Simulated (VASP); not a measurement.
# Fe (Im-3m) in VASP: further runs

Fe is run at these levels: PBE; tasks: single point.

Everything below comes from runs of VASP 6.6.1. Logs are shortened: lines on timing, memory, paths and dates and some standing lists are left out, and cuts for length are marked.

**1. The cell of the first run**

The structure is cubic, space group Im-3m (No. 229). Conventional cell: a = 2.755 Å, b = 2.755 Å, c = 2.755 Å, α = 90.00°, β = 90.00°, γ = 90.00°. Fe (site symmetry m-3m) has 14 Fe at 2.39 to 2.75 Å within 3.2 Å.

**2. Single point, PBE, collinear spin, ferromagnetic start (volume scaled by 0.92)**

INCAR reads:

```
SYSTEM = Fe
ALGO = Normal ; EDIFF = 1E-6
ENCUT = 520 ; GGA = PE
ISIF = 2 ; ISMEAR = -1
ISPIN = 2 ; LASPH = .TRUE.
LCHARG = .FALSE. ; LMAXMIX = 4
LORBIT = 11 ; LREAL = .FALSE.
LWAVE = .FALSE. ; MAGMOM = 2.208
NBANDS = 14 ; NELM = 150
PREC = Accurate ; SIGMA = 0.05
```

KPOINTS reads:

```
k-points
0
G
  25 25 25
  0 0 0
```

POSCAR reads:

```
Fe
1.0
   -1.3774833676      1.3774833676      1.3774833676
    1.3774833676     -1.3774833676      1.3774833676
    1.3774833676      1.3774833676     -1.3774833676
Fe
1
Direct
    0.0000000000      0.0000000000      0.0000000000
```

Potentials or basis: VASP PAW PBE potentials, release 64 (Fe).

Command:

```
cat potpaw_PBE.64/Fe/POTCAR > POTCAR
mpirun -np 1 vasp_std > vasp.out
```

OUTCAR:

```text
SYSTEM = Fe
   EDIFF = 1E-6
   ENCUT = 520
   GGA = PE
   ISIF = 2
   ISMEAR = -1
   ISPIN = 2
   LASPH = .TRUE.
   LORBIT = 11
   LREAL = .FALSE.
   NELM = 150
   PREC = Accurate

 ion  position               nearest neighbor table
   1  0.000  0.000  0.000-

  LATTYP: Found a body centered cubic cell.
 ALAT       =     2.7549667352

  Lattice vectors:

 A1 = (  -1.3774833676,   1.3774833676,   1.3774833676)
 A2 = (   1.3774833676,  -1.3774833676,   1.3774833676)
 A3 = (   1.3774833676,   1.3774833676,  -1.3774833676)

Analysis of symmetry for initial positions (statically):
=====================================================================
 Subroutine PRICEL returns:
 Original cell was already a primitive cell.

 Routine SETGRP: Setting up the symmetry group for a
 body centered cubic supercell.

 Subroutine GETGRP returns: Found 48 space group operations
 (whereof 48 operations were pure point group operations)
 out of a pool of 48 trial point group operations.

The static configuration has the point symmetry O_h .

Analysis of symmetry for dynamics (positions and initial velocities):
=====================================================================
 Subroutine PRICEL returns:
 Original cell was already a primitive cell.

 Routine SETGRP: Setting up the symmetry group for a
 body centered cubic supercell.

 Subroutine GETGRP returns: Found 48 space group operations
 (whereof 48 operations were pure point group operations)
 out of a pool of 48 trial point group operations.

The dynamic configuration has the point symmetry O_h .

Analysis of structural, dynamic, and magnetic symmetry:
=====================================================================
 Subroutine PRICEL returns:
 Original cell was already a primitive cell.

 Routine SETGRP: Setting up the symmetry group for a
 body centered cubic supercell.

 Subroutine GETGRP returns: Found 48 space group operations
 (whereof 48 operations were pure point group operations)
 out of a pool of 48 trial point group operations.

The overall configuration has the point symmetry O_h .

 Subroutine INISYM returns: Found 48 space group operations
 (whereof 48 operations are pure point group operations),
 and found     1 'primitive' translations

----------------------------------------------------------------------------------------

                                     Primitive cell

  volume of cell :      10.4549

[... 121 lines left out ...]
 NGX is ok and might be reduce to    18
   NGX =  9   NGY =  9   NGZ =  9

 number of electron       7.9999994 magnetization       2.0689735

 Free energy of the ion-electron system (eV)
  ---------------------------------------------------
  ext. energy  EPLUGINS =         0.00000000
  ---------------------------------------------------
  free energy    TOTEN  =        -8.19806924 eV

  energy without entropy =       -8.19065526  energy(sigma->0) =       -8.19436225

 E-fermi :   6.7672     XC(G=0): -13.5962

 val. band max:        6.7654355732   @ k =  -0.2400   0.3600   0.0400
 cond. band min:       6.7698700164   @ k =  -0.4400  -0.4400   0.3200
 fundamental gap:      0.0044344432
 Fermi energy:         6.7672302738

 spin component 1

 k-point     1 :       0.0000    0.0000    0.0000
  band No.  band energies     occupation
      1      -2.2170      1.00000
      2       4.2606      1.00000
      3       4.2606      1.00000
      4       4.2606      1.00000
      5       5.6418      1.00000
      6       5.6418      1.00000
      7      32.5502      0.00000
      8      32.5502      0.00000
      9      32.5502      0.00000
     10      38.1997      0.00000
     11      38.1997      0.00000
     12      41.0177      0.00000
     13      41.0177      0.00000
     14      41.0177      0.00000
[... 379 lines left out ...]
      3       5.6631      1.00000
      4       5.7759      1.00000
      5       6.6818      0.84668
      6       7.6889      0.00000
      7      15.2650      0.00000
      8      25.6243      0.00000
      9      28.0630      0.00000
     10      31.8670      0.00000
     11      36.0873      0.00000
     12      42.3805      0.00000
     13      46.6933      0.00000
     14      50.0016      0.00000

 [... further k-points ...]

 spin component 2

 k-point     1 :       0.0000    0.0000    0.0000
  band No.  band energies     occupation
      1      -2.0248      1.00000
      2       6.0340      1.00000
      3       6.0341      1.00000
      4       6.0341      1.00000
      5       8.2978      0.00000
      6       8.2979      0.00000
      7      32.3511      0.00000
      8      32.3511      0.00000
      9      32.3511      0.00000
     10      38.4474      0.00000
     11      38.4474      0.00000
     12      41.6646      0.00000
     13      41.6646      0.00000
     14      41.6646      0.00000
[... 379 lines left out ...]
      3       7.0056      0.00843
      4       8.1387      0.00000
      5       8.6524      0.00000
      6       9.4505      0.00000
      7      16.5148      0.00000
      8      25.7595      0.00000
      9      28.6341      0.00000
     10      32.3277      0.00000
     11      36.7679      0.00000
     12      42.4833      0.00000
     13      46.9928      0.00000
     14      50.7339      0.00000

 [... further k-points ...]

------------------------ aborting loop because EDIFF is reached ----------------------------------------

  FORCE on cell =-STRESS in cart. coord.  units (eV):
  Direction    XX          YY          ZZ          XY          YZ          ZX
  --------------------------------------------------------------------------------------
  -------------------------------------------------------------------------------------
  Total        1.2712090      1.2712090      1.2712090      0.0000000      0.0000000     -0.0000000
  in kB      194.8087437    194.8087437    194.8087437      0.0000000      0.0000000     -0.0000000
  external PRESSURE =     194.8087437 kB  Pullay stress =       0.0000000 kB

 VOLUME and BASIS-vectors are now :
 -----------------------------------------------------------------------------
  energy-cutoff  :      520.00
  volume of cell :       10.45
      direct lattice vectors                 reciprocal lattice vectors
    -1.377483368  1.377483368  1.377483368     0.000000000  0.362980789  0.362980789
     1.377483368 -1.377483368  1.377483368     0.362980789  0.000000000  0.362980789
     1.377483368  1.377483368 -1.377483368     0.362980789  0.362980789  0.000000000

 POSITION                                       TOTAL-FORCE (eV/Angst)
 -----------------------------------------------------------------------------------
      0.00000      0.00000      0.00000         0.000000     -0.000000      0.000000
 -----------------------------------------------------------------------------------
    total drift:                                0.000000     -0.000000      0.000000

  FREE ENERGIE OF THE ION-ELECTRON SYSTEM (eV)
  ---------------------------------------------------
  free  energy   TOTEN  =        -8.1980692435 eV

  energy  without entropy=       -8.1906552557  energy(sigma->0) =       -8.19436225

 total charge

# of ion       s       p       d       tot
------------------------------------------
    1        0.525   0.621   6.309   7.455

 magnetization (x)

# of ion       s       p       d       tot
------------------------------------------
    1       -0.012  -0.054   2.116   2.049
```

stdout:

```text
POSCAR found type information on POSCAR Fe
 POSCAR found :  1 types and       1 ions
 scaLAPACK will be used
 LDA part: xc-table for (Slater+PW92), standard interpolation
 POSCAR, INCAR and KPOINTS ok, starting setup
 FFT: planning ... GRIDC
 FFT: planning ... GRID_SOFT
 FFT: planning ... GRID
 WAVECAR not read
 entering main loop
```

Run time: 3.4 min. Hardware: 1 thread of AMD EPYC 7R13, shared host; peak memory 0.18 GiB.

What came out:

```yaml
Free_energy: -8.1981 eV
Pressure: 19.5 GPa
Net_moment: 2.07 μB per cell
Site_moments: Fe +2.05 μB
Valence_electrons_inside_the_program's_atomic_spheres: Fe 7.46
```

**3. Single point, PBE, collinear spin, ferromagnetic start (volume scaled by 0.96)**

INCAR reads:

```
  PREC = Accurate
  ENCUT = 520
  EDIFF = 1E-6
  ISMEAR = -1
  SIGMA = 0.05
  LREAL = False
  LASPH = True
  NELM = 150
  ALGO = Normal
  ISIF = 2
  LWAVE = False
  LCHARG = False
  ISPIN = 2
  MAGMOM = 2.208
  LORBIT = 11
  LMAXMIX = 4
  GGA = PE
  NBANDS = 14
```

KPOINTS reads:

```
regular mesh
0
Gamma
  25 25 25
```

POSCAR reads:

```
Fe
1.0
   -1.3971643604      1.3971643604      1.3971643604
    1.3971643604     -1.3971643604      1.3971643604
    1.3971643604      1.3971643604     -1.3971643604
Fe
1
Direct
    0.0000000000      0.0000000000      0.0000000000
```

Potentials or basis: VASP PAW PBE potentials, release 64 (Fe).

Command:

```
cat potpaw_PBE.64/Fe/POTCAR > POTCAR
mpirun -np 1 vasp_std > vasp.out
```

Wall time 3 min (1 thread of AMD EPYC 7R13, shared host); peak memory 0.18 GiB.

It converged, with:

```yaml
Free_energy: -8.2364 eV
Pressure: 8.0 GPa
Net_moment: 2.12 μB per cell
Site_moments: Fe +2.11 μB
Valence_electrons_inside_the_program's_atomic_spheres: Fe 7.36
```

Levels at points of the mesh, in eV from the Fermi level:
Spin up:
| k point | band 1 | band 2 | band 3 | band 4 | band 5 | band 6 | band 7 | band 8 | band 9 | band 10 |
| --- | --- | --- | --- | --- | --- | --- | --- | --- | --- | --- |
| (0.00, 0.00, 0.00) | -8.69 | -2.39 | -2.39 | -2.39 | -1.10 | -1.10 | 25.40 | 25.40 | 25.40 | 30.75 |
Spin down:
```tsv
k point	band 1	band 2	band 3	band 4	band 5	band 6
(0.00, 0.00, 0.00)	-8.52	-0.56	-0.56	-0.56	1.60	1.60
```
